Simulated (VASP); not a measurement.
# Al2Ru (I4/mmm) in VASP: a series of runs, part 2 of 2

VASP 6.6.1. Earlier steps stand in the parts before.

## Step 3: Single point, PBEsol

This run uses another cell than the first one, of 13.69 Å³/atom.

The input, INCAR:

```
ALGO = Fast
EDIFF = 1E-7
ENCUT = 520
GGA = PS
ISIF = 2
ISMEAR = -1
LASPH = True
LCHARG = False
LREAL = False
LWAVE = False
NBANDS = 17
NELM = 100
PREC = Accurate
SIGMA = 0.15
```

The input, KPOINTS:

```
k-points
0
Gamma
  18 18 18
```

The input, POSCAR:

```
Al2Ru
1.0
   -1.5623910878      1.5623910878      4.2062690254
    1.5623910878     -1.5623910878      4.2062690254
    1.5623910878      1.5623910878     -4.2062690254
Al Ru
2 1
Direct
    0.6589339485      0.6589339485      0.0000000000
    0.3410660515      0.3410660515      0.0000000000
    0.0000000000      0.0000000000      0.0000000000
```

Potentials or basis: VASP PAW PBE potentials, release 64 (Al, Ru_pv).

On the command line:

```console
$ cat potpaw_PBE.64/Al/POTCAR potpaw_PBE.64/Ru_pv/POTCAR > POTCAR
$ mpirun -np 1 vasp_std > vasp.out
```

OUTCAR:

```text
EDIFF = 1E-7
   ENCUT = 520
   GGA = PS
   ISIF = 2
   ISMEAR = -1
   LASPH = True
   LREAL = False
   NELM = 100
   PREC = Accurate

 ion  position               nearest neighbor table
   1  0.659  0.659  0.000-   3 2.58   3 2.58   3 2.58   3 2.58   2 2.67   2 2.69   2 2.69   2 2.69
                             2 2.69   3 2.87
   2  0.341  0.341  0.000-   3 2.58   3 2.58   3 2.58   3 2.58   1 2.67   1 2.69   1 2.69   1 2.69
                             1 2.69   3 2.87
   3  0.000  0.000  0.000-   1 2.58   1 2.58   1 2.58   2 2.58   1 2.58   2 2.58   2 2.58   2 2.58
                             1 2.87   2 2.87

  LATTYP: Found a body centered tetragonal cell.
 ALAT       =     3.1247821756
 C/A-ratio  =     2.6921998328

  Lattice vectors:

 A1 = (  -1.5623910878,   1.5623910878,   4.2062690254)
 A2 = (   1.5623910878,  -1.5623910878,   4.2062690254)
 A3 = (   1.5623910878,   1.5623910878,  -4.2062690254)

Analysis of symmetry for initial positions (statically):
=====================================================================
 Subroutine PRICEL returns:
 Original cell was already a primitive cell.

 Routine SETGRP: Setting up the symmetry group for a
[... 172 lines left out ...]
 val. band max:       10.4497158047   @ k =   0.3333   0.1667   0.1667
 cond. band min:      10.5051934371   @ k =  -0.2222   0.1667  -0.0000
 fundamental gap:      0.0554776324
 Fermi energy:        10.4513307549

 k-point     1 :       0.0000    0.0000    0.0000
  band No.  band energies     occupation
      1     -32.0100      2.00000
      2     -32.0100      2.00000
      3     -31.9366      2.00000
      4      -0.3918      2.00000
      5       5.1136      2.00000
      6       6.7260      2.00000
[... 457 lines left out ...]
      4       0.5159      2.00000
      5       5.5943      2.00000
      6       6.7740      2.00000
[... 9 lines left out ...]
     16      18.7405      0.00000
     17      21.4769      0.00000

 [... further k-points ...]

------------------------ aborting loop because EDIFF is reached ----------------------------------------

  FORCE on cell =-STRESS in cart. coord.  units (eV):
  Direction    XX          YY          ZZ          XY          YZ          ZX
  --------------------------------------------------------------------------------------
  -------------------------------------------------------------------------------------
  Total        0.0187555      0.0187555      0.0268875      0.0000000      0.0000000     -0.0000000
  in kB        0.7316474      0.7316474      1.0488773      0.0000000      0.0000000     -0.0000000
  external PRESSURE =       0.8373907 kB  Pullay stress =       0.0000000 kB

 VOLUME and BASIS-vectors are now :
 -----------------------------------------------------------------------------
  energy-cutoff  :      520.00
  volume of cell :       41.07
      direct lattice vectors                 reciprocal lattice vectors
    -1.562391088  1.562391088  4.206269025     0.000000000  0.320022307  0.118870190
     1.562391088 -1.562391088  4.206269025     0.320022307  0.000000000  0.118870190
     1.562391088  1.562391088 -4.206269025     0.320022307  0.320022307  0.000000000

 POSITION                                       TOTAL-FORCE (eV/Angst)
 -----------------------------------------------------------------------------------
      0.00000      0.00000      5.54331        -0.000000     -0.000000      0.001549
      0.00000      0.00000      2.86923         0.000000      0.000000     -0.001549
      0.00000      0.00000      0.00000        -0.000000     -0.000000     -0.000000
 -----------------------------------------------------------------------------------
    total drift:                               -0.000000     -0.000000      0.000000

  FREE ENERGIE OF THE ION-ELECTRON SYSTEM (eV)
  ---------------------------------------------------
  free  energy   TOTEN  =       -20.3447669303 eV

  energy  without entropy=      -20.3029937467  energy(sigma->0) =      -20.32388034
```

OSZICAR:

```text
N       E                     dE             d eps       ncg     rms          rms(c)
DAV:   1     0.115736316615E+03    0.11574E+03   -0.10649E+04 16848   0.109E+03
DAV:   2    -0.189250061356E+02   -0.13466E+03   -0.13071E+03 18706   0.282E+02
DAV:   3    -0.213065939460E+02   -0.23816E+01   -0.23677E+01 20125   0.383E+01
DAV:   4    -0.213268613271E+02   -0.20267E-01   -0.20259E-01 19520   0.362E+00
DAV:   5    -0.213273060002E+02   -0.44467E-03   -0.44465E-03 21356   0.497E-01    0.138E+01
RMM:   6    -0.207523874346E+02    0.57492E+00   -0.42011E+00 16454   0.150E+01    0.374E+00
RMM:   7    -0.204045632932E+02    0.34782E+00   -0.62787E-01 16459   0.599E+00    0.281E+00
RMM:   8    -0.203489646059E+02    0.55599E-01   -0.80094E-02 17658   0.228E+00    0.554E-01
RMM:   9    -0.203449319349E+02    0.40327E-02   -0.70420E-03 18443   0.572E-01    0.206E-01
RMM:  10    -0.203447522713E+02    0.17966E-03   -0.88567E-04 20361   0.238E-01    0.739E-02
RMM:  11    -0.203447628737E+02   -0.10602E-04   -0.26113E-04 21001   0.108E-01    0.663E-02
RMM:  12    -0.203447708286E+02   -0.79548E-05   -0.63050E-05 21267   0.681E-02    0.396E-02
RMM:  13    -0.203447660212E+02    0.48074E-05   -0.27655E-05 20850   0.409E-02    0.176E-02
RMM:  14    -0.203447669334E+02   -0.91220E-06   -0.10138E-05 23402   0.173E-02    0.196E-02
RMM:  15    -0.203447669303E+02    0.31446E-08   -0.73027E-07 19680   0.539E-03
   1 F= -.20344767E+02 E0= -.20323880E+02  d E =-.417732E-01
```

stdout:

```text
POSCAR found type information on POSCAR AlRu
 POSCAR found :  2 types and       3 ions
 scaLAPACK will be used
 -----------------------------------------------------------------------------
|                                                                             |
|                                                                             |
|     You enforced a specific xc type in the INCAR file but a different       |
|     I HOPE YOU KNOW WHAT YOU ARE DOING!                                     |
|                                                                             |
 -----------------------------------------------------------------------------

 LDA part: xc-table for (Slater+PW92), standard interpolation
 POSCAR, INCAR and KPOINTS ok, starting setup
 FFT: planning ... GRIDC
 FFT: planning ... GRID_SOFT
 FFT: planning ... GRID
 WAVECAR not read
 entering main loop
```

Run time: 14 min. Hardware: 1 thread of Oxide Virtual Turin-like, shared host; peak memory 0.43 GiB.

What came out:

| Property | Result |
| --- | --- |
| Free energy | -20.3448 eV |
| Pressure | 0.1 GPa |
| Band gap on the k mesh | zero (bands 10 and 11 overlap by 0.17 eV) |

Levels at points of the mesh, in eV from the Fermi level:
| k point | band 6 | band 7 | band 8 | band 9 | band 10 | band 11 | band 12 | band 13 | band 14 | band 15 |
| --- | --- | --- | --- | --- | --- | --- | --- | --- | --- | --- |
| (0.00, 0.00, 0.00) | -3.73 | -1.90 | -1.90 | -1.83 | -0.86 | 2.54 | 4.74 | 6.16 | 6.16 | 6.33 |
| (0.50, 0.00, 0.00) | -4.52 | -2.83 | -2.65 | -2.47 | -1.33 | 0.68 | 3.18 | 5.23 | 7.05 | 8.54 |
| (0.50, 0.50, 0.00) | -3.41 | -3.31 | -3.01 | -1.20 | -0.26 | 0.38 | 1.93 | 2.14 | 4.88 | 5.45 |
| (0.50, 0.50, 0.50) | -3.89 | -2.52 | -1.46 | -1.46 | -0.84 | 3.20 | 3.20 | 6.39 | 6.66 | 8.58 |

Caveat: the PAW data sets were made with another functional, which shifts forces and pressure a little.

The gap in the log of VASP goes by the Fermi energy; the results here count the filled bands.